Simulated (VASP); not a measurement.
A run of VASP 6.6.1:

File POSCAR:

```
TiC
1.0
    0.0000000000      1.7588514117      1.7588514117
    1.7588514117      0.0000000000      1.7588514117
    1.7588514117      1.7588514117      0.0000000000
Ti C
1 1
Direct
    0.0000000000      0.0000000000      0.0000000000
    0.5000000000      0.5000000000      0.5000000000
```

Contents of INCAR.step1:

```
PREC = Accurate
ENCUT = 520
EDIFF = 1E-6
ISMEAR = -1
SIGMA = 0.08
LREAL = False
LASPH = True
NELM = 60
ALGO = Normal
ISIF = 2
LWAVE = False
LCHARG = True
LMAXMIX = 4
GGA = PS
NBANDS = 15
```

File KPOINTS.step1:

```
regular mesh
0
Gamma
  17 17 17
```

Contents of INCAR.step2:

```
PREC = Accurate
ENCUT = 520
EDIFF = 1E-6
ISMEAR = -5
SIGMA = 0.08
LREAL = False
LASPH = True
NELM = 60
ALGO = Normal
ISIF = 2
LWAVE = False
LCHARG = False
LMAXMIX = 4
GGA = PS
LORBIT = 11
NEDOS = 1001
ICHARG = 11
```

File KPOINTS.step2:

```
regular mesh
0
Gamma
  26 26 26
```

Potentials or basis: VASP PAW PBE potentials, release 64 (Ti_sv, C).

Launch:

```sh
$ cat potpaw_PBE.64/Ti_sv/POTCAR potpaw_PBE.64/C/POTCAR > POTCAR
$ cp INCAR.step1 INCAR
$ cp KPOINTS.step1 KPOINTS
$ mpirun -np 1 vasp_std > vasp.out
$ cp INCAR.step2 INCAR
$ cp KPOINTS.step2 KPOINTS
$ mpirun -np 1 vasp_std > vasp.out
```

Hardware: 1 thread of Intel Xeon 8259CL, with other jobs on the host.

Question: How long does it take, and how much memory?

Answer: It took 98 s on 1 thread of Intel Xeon 8259CL (shared host), peak memory 0.19 GiB. Counts: k points 511.
